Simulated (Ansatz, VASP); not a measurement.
## Pb in VASP and in Ansatz

Contents of POSCAR:

```
Pb
1.0
    0.0000000000      2.4971628243      2.4971628243
    2.4971628243      0.0000000000      2.4971628243
    2.4971628243      2.4971628243      0.0000000000
Pb
1
Direct
    0.0000000000      0.0000000000      0.0000000000
```

The input INCAR.step1:

```
SYSTEM = Pb
  PREC = Accurate
  ENCUT = 520
  ISMEAR = 0
  SIGMA = 0.05
  LREAL = .False.
  LASPH = .True.
  NELM = 60
  NBANDS = 13
  GGA = PE
  ALGO = Normal
  EDIFF = 1E-4
  LWAVE = .True.
  LCHARG = .False.
```

Contents of INCAR.step2:

```
SYSTEM = Pb
  PREC = Accurate
  ENCUT = 520
  EDIFF = 1E-6
  ISMEAR = 0
  SIGMA = 0.05
  LREAL = .False.
  LASPH = .True.
  NELM = 60
  ALGO = Normal
  ISIF = 2
  LWAVE = .False.
  LCHARG = .False.
  METAGGA = R2SCAN
  LMIXTAU = .True.
  NBANDS = 13
  ISTART = 1
```

File KPOINTS:

```
regular mesh
0
Gamma
  14 14 14
  0 0 0
```

Input for Ansatz:

```yaml
crystal:
  lattice:
    - [0.0, 2.4971628562, 2.4971628562]
    - [2.4971628562, 0.0, 2.4971628562]
    - [2.4971628562, 2.4971628562, 0.0]
  atoms:
    - { symbol: Pb, position: [0.0, 0.0, 0.0] }
basis:
  ecutwfc: 500
  ecutrho_ratio: 4
kpoints:
  mp_grid: { grid: [14, 14, 14] }
  band_path:
    path:
      - [[0.0, 0.0, 0.0], [0.5, 0.0, 0.5], [0.625, 0.25, 0.625]]
      - [[0.375, 0.375, 0.75], [0.0, 0.0, 0.0], [0.5, 0.5, 0.5], [0.5, 0.25, 0.75], [0.5, 0.0, 0.5]]
    npoints: 14
hamiltonian:
  xc: r2scan
scf:
  occupations: { method: gaussian, width: 0.05 }
  n_extra_bands: 10
output:
  forces: true
  stress: true
  eigenvalues: true
  populations: true
  dos: { projected: true, de: 0.02, nscf_kmesh: { grid: [21, 21, 21] } }
  bader: true
```

Alike in both runs: task single point; functional r2SCAN; k mesh 14 × 14 × 14; occupations gaussian, width 0.05 eV; no spin polarisation.

```csv
,VASP,Ansatz
version,VASP 6.6.1,Ansatz 0.2.0
potentials or method,"VASP PAW PBE potentials, release 64 (Pb_d), cutoff 520 eV","scalar-relativistic, plane waves, PAW"
valence electrons in the cell,14,14
```

|  | VASP | Ansatz | Ansatz less VASP |
| --- | --- | --- | --- |
| gap on the k mesh at the Fermi level (eV) | none | none | - |
| pressure (GPa) | 0.0 | 0.0 | +0.01 |

VASP's potentials were made for PBE, not for r2SCAN. A gap of «none» marks a metal or a gap that the smearing closes. With one functional, cell and mesh, what is left measures potentials, basis and numerics.

Neither program's run includes spin-orbit coupling.
